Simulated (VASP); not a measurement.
# MgO (Fm-3m) in VASP: single point with PBE

Aim: the single point of MgO with PBE.

Everything below comes from runs of VASP 6.6.1. Logs are shortened: lines on timing, memory, paths and dates and some standing lists are left out, and cuts for length are marked.

**1. The cell of the first run**

The structure is cubic, space group Fm-3m (No. 225). The conventional cell has a = 4.254 Å, b = 4.254 Å, c = 4.254 Å, α = 90.00°, β = 90.00°, γ = 90.00°. Within 2.8 Å of Mg (site symmetry m-3m) lie 6 O at 2.13 Å. Within 2.8 Å of O (site symmetry m-3m) lie 6 Mg at 2.13 Å.

**2. Single point, PBE**

Contents of INCAR:

```
ALGO = Normal
EDIFF = 1E-6
ENCUT = 600
GGA = PE
GGA_COMPAT = False
ISIF = 2
ISMEAR = 0
LASPH = True
LCHARG = True
LELF = True
LREAL = False
LVHAR = True
LWAVE = False
NBANDS = 11
NELM = 120
PREC = Accurate
SIGMA = 0.02
```

Contents of KPOINTS:

```
k-points
0
Gamma
  10 10 10
```

Contents of POSCAR:

```
MgO
1.0
    0.0000000000      2.1268410541      2.1268410541
    2.1268410541      0.0000000000      2.1268410541
    2.1268410541      2.1268410541      0.0000000000
Mg O
1 1
Direct
    0.0000000000      0.0000000000      0.0000000000
    0.5000000000      0.5000000000      0.5000000000
```

Potentials or basis: VASP PAW PBE potentials, release 64 (Mg, O).

Run with:

```sh
cat potpaw_PBE.64/Mg/POTCAR potpaw_PBE.64/O/POTCAR > POTCAR
mpirun -np 1 vasp_std > vasp.out
```

OUTCAR:

```text
EDIFF = 1E-6
   ENCUT = 600
   GGA = PE
   ISIF = 2
   ISMEAR = 0
   LASPH = True
   LREAL = False
   NELM = 120
   PREC = Accurate

 ion  position               nearest neighbor table
   1  0.000  0.000  0.000-   2 2.13   2 2.13   2 2.13   2 2.13   2 2.13   2 2.13
   2  0.500  0.500  0.500-   1 2.13   1 2.13   1 2.13   1 2.13   1 2.13   1 2.13

  LATTYP: Found a face centered cubic cell.
 ALAT       =     4.2536821082

  Lattice vectors:

 A1 = (   0.0000000000,   2.1268410541,   2.1268410541)
 A2 = (   2.1268410541,   0.0000000000,   2.1268410541)
 A3 = (   2.1268410541,   2.1268410541,   0.0000000000)

Analysis of symmetry for initial positions (statically):
=====================================================================
 Subroutine PRICEL returns:
 Original cell was already a primitive cell.

 Routine SETGRP: Setting up the symmetry group for a
 face centered cubic supercell.

 Subroutine GETGRP returns: Found 48 space group operations
 (whereof 48 operations were pure point group operations)
 out of a pool of 48 trial point group operations.

The static configuration has the point symmetry O_h .

Analysis of symmetry for dynamics (positions and initial velocities):
=====================================================================
 Subroutine PRICEL returns:
 Original cell was already a primitive cell.

 Routine SETGRP: Setting up the symmetry group for a
 face centered cubic supercell.

 Subroutine GETGRP returns: Found 48 space group operations
 (whereof 48 operations were pure point group operations)
 out of a pool of 48 trial point group operations.

The dynamic configuration has the point symmetry O_h .

 Subroutine INISYM returns: Found 48 space group operations
 (whereof 48 operations are pure point group operations),
 and found     1 'primitive' translations

----------------------------------------------------------------------------------------

                                     Primitive cell

  volume of cell :      19.2413

  direct lattice vectors                    reciprocal lattice vectors
     0.000000000  2.126841054  2.126841054    -0.235090440  0.235090440  0.235090440
     2.126841054  0.000000000  2.126841054     0.235090440 -0.235090440  0.235090440
     2.126841054  2.126841054  0.000000000     0.235090440  0.235090440 -0.235090440

  length of vectors
     3.007807464  3.007807464  3.007807464     0.407188587  0.407188587  0.407188587

  position of ions in fractional coordinates (direct lattice)
     0.000000000  0.000000000  0.000000000
     0.500000000  0.500000000  0.500000000

  ion indices of the primitive-cell ions
   primitive index   ion index
                 1           1
                 2           2

----------------------------------------------------------------------------------------

 KPOINTS: k-points

Automatic generation of k-mesh.
 Grid dimensions read from file:
 generate k-points for:   10   10   10

 Generating k-lattice:

  Cartesian coordinates                     Fractional coordinates (reciprocal lattice)
    -0.023509044  0.023509044  0.023509044     0.100000000  0.000000000  0.000000000
     0.023509044 -0.023509044  0.023509044     0.000000000  0.100000000  0.000000000
     0.023509044  0.023509044 -0.023509044     0.000000000  0.000000000  0.100000000

  Length of vectors
     0.040718859  0.040718859  0.040718859

  Shift w.r.t. Gamma in fractional coordinates (k-lattice)
     0.000000000  0.000000000  0.000000000

 Subroutine IBZKPT returns following result:
 ===========================================

 Found     47 irreducible k-points:

 Following reciprocal coordinates:
            Coordinates               Weight
  0.000000  0.000000  0.000000      1.000000
  0.100000  0.000000  0.000000      8.000000
  0.200000  0.000000  0.000000      8.000000
  0.300000  0.000000  0.000000      8.000000
  0.400000  0.000000  0.000000      8.000000
  0.500000  0.000000  0.000000      4.000000
[... 16 lines left out ...]
  0.300000  0.300000  0.000000      6.000000
  0.400000  0.300000  0.000000     24.000000
 [... further k-points ...]
   k-points           NKPTS =     47   k-points in BZ     NKDIM =     47   number of bands    NBANDS=     11
   number of dos      NEDOS =    301   number of ions     NIONS =      2
   total plane-waves  NPLWV =  13824
   dimension x,y,z NGX =    24 NGY =   24 NGZ =   24
   dimension x,y,z NGXF=    48 NGYF=   48 NGZF=   48
   ions per type =               1   1
   NGX,Y,Z   is equivalent  to a cutoff of  13.27, 13.27, 13.27 a.u.
   NGXF,Y,Z  is equivalent  to a cutoff of  26.53, 26.53, 26.53 a.u.
 SYSTEM =  unknown system
   PREC   = accura    normal or accurate (medium, high low for compatibility)
   ISTART =      0    job   : 0-new  1-cont  2-samecut
   ICHARG =      2    charge: 1-file 2-atom 10-const
   ISPIN  =      1    spin polarized calculation?
   LNONCOLLINEAR =      F non collinear calculations
   LSORBIT =      F    spin-orbit coupling
   LASPH  =      T    aspherical Exc in radial PAW
   ENCUT  =  600.0 eV  44.10 Ry    6.64 a.u.   6.01  6.01  6.01*2*pi/ulx,y,z
   NELM   =    120;   NELMIN=  2; NELMDL= -5     # of ELM steps
   EDIFF  = 0.1E-05   stopping-criterion for ELM
   LREAL  =      F    real-space projection
   EDIFFG = 0.1E-04   stopping-criterion for IOM
   NSW    =      0    number of steps for IOM
   IBRION =     -1    ionic relax: 0-MD 1-quasi-New 2-CG
   NFREE  =      0    steps in history (QN), initial steepest desc. (CG)
   ISIF   =      2    stress and relaxation
   ISYM   =      2    0-nonsym 1-usesym 2-fastsym
   POTIM  = 0.5000    time-step for ionic-motion
   TEBEG  =    0.0;   TEEND  =   0.0 temperature during run
   PSTRESS=    0.0 pullay stress
   NELECT =       8.0000    total number of electrons
   NUPDOWN=      -1.0000    fix difference up-down
   EMIN   =  10.00;   EMAX   =-10.00  energy-range for DOS
   EFERMI =   0.00;   METHOD = LEGACY
   ISMEAR =     0;   SIGMA  =   0.02  broadening in eV -4-tet -1-fermi 0-gaus
   EFERMI_NEDOS =   21; number of points for ismear=-14 and -15
   IALGO  =     38    algorithm
   IMIX   =      4    mixing-type and parameters
     AMIX     =   0.40;   BMIX     =  1.00
     AMIX_MAG =   1.60;   BMIX_MAG =  1.00
  volume/ion in A,a.u.               =       9.62        64.92
  Fermi-wavevector in a.u.,A,eV,Ry     =   1.221874  2.309007 20.313176  1.492976
  Thomas-Fermi vector in A             =   2.357041
   LORBIT       =      0    0 simple, 1 ext, 2 COOP (PROOUT), +10 PAW based schemes
   GGA     = PE    functional components
   LHFCALC =     F    Hartree Fock is set to
   AEXX    =    0.0000 exact exchange contribution
   IVDW    =     0    specifies the selected vdW correction
   LEPSILON=     F    determine dielectric tensor
   LRPA    =     F    only Hartree local field effects (RPA)
 non-spin polarized calculation
 Gauss-broadening in eV      SIGMA  =   0.02
  energy-cutoff  :      600.00
  volume of cell :       19.24
 maximum number of plane-waves:       656
   NGX = 13   NGY = 13   NGZ = 13

 number of electron       8.0000004 magnetization

 Free energy of the ion-electron system (eV)
  ---------------------------------------------------
  ext. energy  EPLUGINS =         0.00000000
  ---------------------------------------------------
  free energy    TOTEN  =       -11.91483620 eV

  energy without entropy =      -11.91483620  energy(sigma->0) =      -11.91483620

 E-fermi :   3.1838     XC(G=0): -10.9397

 val. band max:        2.9672513831   @ k =   0.0000   0.0000   0.0000
 cond. band min:       7.4127379894   @ k =   0.0000   0.0000   0.0000
 fundamental gap:      4.4454866063
 Fermi energy:         3.1837588946

 k-point     1 :       0.0000    0.0000    0.0000
  band No.  band energies     occupation
      1     -14.1469      2.00000
      2       2.9673      2.00000
      3       2.9673      2.00000
      4       2.9673      2.00000
      5       7.4127      0.00000
      6      18.6014      0.00000
      7      18.6014      0.00000
      8      18.6014      0.00000
      9      22.4392      0.00000
     10      24.1817      0.00000
     11      24.1817      0.00000

 k-point     2 :       0.1000    0.0000    0.0000
  band No.  band energies     occupation
      1     -14.0466      2.00000
      2       2.3211      2.00000
      3       2.9033      2.00000
      4       2.9033      2.00000
      5       8.0448      0.00000
      6      17.3595      0.00000
      7      18.8302      0.00000
      8      18.8302      0.00000
      9      23.4097      0.00000
     10      23.4097      0.00000
     11      24.0391      0.00000

 k-point     3 :       0.2000    0.0000    0.0000
  band No.  band energies     occupation
      1     -13.7714      2.00000
      2       1.0294      2.00000
      3       2.7407      2.00000
      4       2.7407      2.00000
      5       9.2437      0.00000
      6      15.8383      0.00000
      7      19.2759      0.00000
      8      19.2759      0.00000
      9      22.7111      0.00000
     10      22.7111      0.00000
     11      24.7599      0.00000

 k-point     4 :       0.3000    0.0000    0.0000
  band No.  band energies     occupation
      1     -13.4012      2.00000
      2      -0.2499      2.00000
      3       2.5495      2.00000
      4       2.5495      2.00000
      5      10.2076      0.00000
      6      15.0955      0.00000
      7      19.3379      0.00000
      8      19.3379      0.00000
      9      23.1635      0.00000
     10      23.1635      0.00000
     11      24.1402      0.00000
[... 239 lines left out ...]
 k-point    22 :      -0.2000    0.2000    0.0000
  band No.  band energies     occupation
      1     -13.2908      2.00000
      2      -0.0588      2.00000
      3       1.6781      2.00000
      4       2.5482      2.00000
      5      11.1296      0.00000
      6      14.7122      0.00000
      7      17.7461      0.00000
      8      20.4071      0.00000
      9      21.2258      0.00000
     10      23.9845      0.00000
     11      27.2844      0.00000

 k-point    23 :       0.3000    0.3000    0.0000
  band No.  band energies     occupation
      1     -13.2088      2.00000
      2      -0.1062      2.00000
      3       2.0605      2.00000
      4       2.0605      2.00000
      5      11.5126      0.00000
      6      13.3395      0.00000
      7      17.0747      0.00000
      8      20.5469      0.00000
      9      20.5469      0.00000
     10      26.7824      0.00000
     11      29.7455      0.00000

 k-point    24 :       0.4000    0.3000    0.0000
  band No.  band energies     occupation
      1     -12.9758      2.00000
      2      -0.5124      2.00000
      3       1.7067      2.00000
      4       1.9183      2.00000
      5      12.2520      0.00000
      6      13.0522      0.00000
      7      16.2580      0.00000
      8      20.7602      0.00000
      9      20.9615      0.00000
     10      27.4936      0.00000
     11      29.3573      0.00000

 [... further k-points ...]

------------------------ aborting loop because EDIFF is reached ----------------------------------------

  FORCE on cell =-STRESS in cart. coord.  units (eV):
  Direction    XX          YY          ZZ          XY          YZ          ZX
  --------------------------------------------------------------------------------------
  -------------------------------------------------------------------------------------
  Total       -0.1223308     -0.1223308     -0.1223308     -0.0000000     -0.0000000      0.0000000
  in kB      -10.1861758    -10.1861758    -10.1861758     -0.0000000     -0.0000000      0.0000000
  external PRESSURE =     -10.1861758 kB  Pullay stress =       0.0000000 kB

 VOLUME and BASIS-vectors are now :
 -----------------------------------------------------------------------------
  energy-cutoff  :      600.00
  volume of cell :       19.24
      direct lattice vectors                 reciprocal lattice vectors
     0.000000000  2.126841054  2.126841054    -0.235090440  0.235090440  0.235090440
     2.126841054  0.000000000  2.126841054     0.235090440 -0.235090440  0.235090440
     2.126841054  2.126841054  0.000000000     0.235090440  0.235090440 -0.235090440

 POSITION                                       TOTAL-FORCE (eV/Angst)
 -----------------------------------------------------------------------------------
      0.00000      0.00000      0.00000         0.000000     -0.000000      0.000000
      2.12684      2.12684      2.12684        -0.000000      0.000000     -0.000000
 -----------------------------------------------------------------------------------
    total drift:                               -0.000000     -0.000000      0.000000

  FREE ENERGIE OF THE ION-ELECTRON SYSTEM (eV)
  ---------------------------------------------------
  free  energy   TOTEN  =       -11.9148362035 eV

  energy  without entropy=      -11.9148362035  energy(sigma->0) =      -11.91483620
```

Wall time 13 s (1 thread of Intel Xeon Platinum 8375C at 2.90GHz (Ice Lake), shared host); peak memory 0.14 GiB.

Results:

* Free energy: -11.9148 eV
* Pressure: -1.0 GPa
* Band gap on the k mesh: 4.45 eV

Levels at points of the mesh, in eV from the valence-band top:
```
           k point  band 1  band 2  band 3  band 4  band 5  band 6  band 7  band 8
(0.00, 0.00, 0.00)  -17.11    0.00    0.00    0.00    4.45   15.63   15.63   15.63
(0.50, 0.00, 0.00)  -15.90   -4.49   -0.62   -0.62    7.71   12.27   16.01   16.01
(0.50, 0.50, 0.00)  -15.66   -3.96   -1.31   -1.31    9.08    9.65   12.79   18.53
```
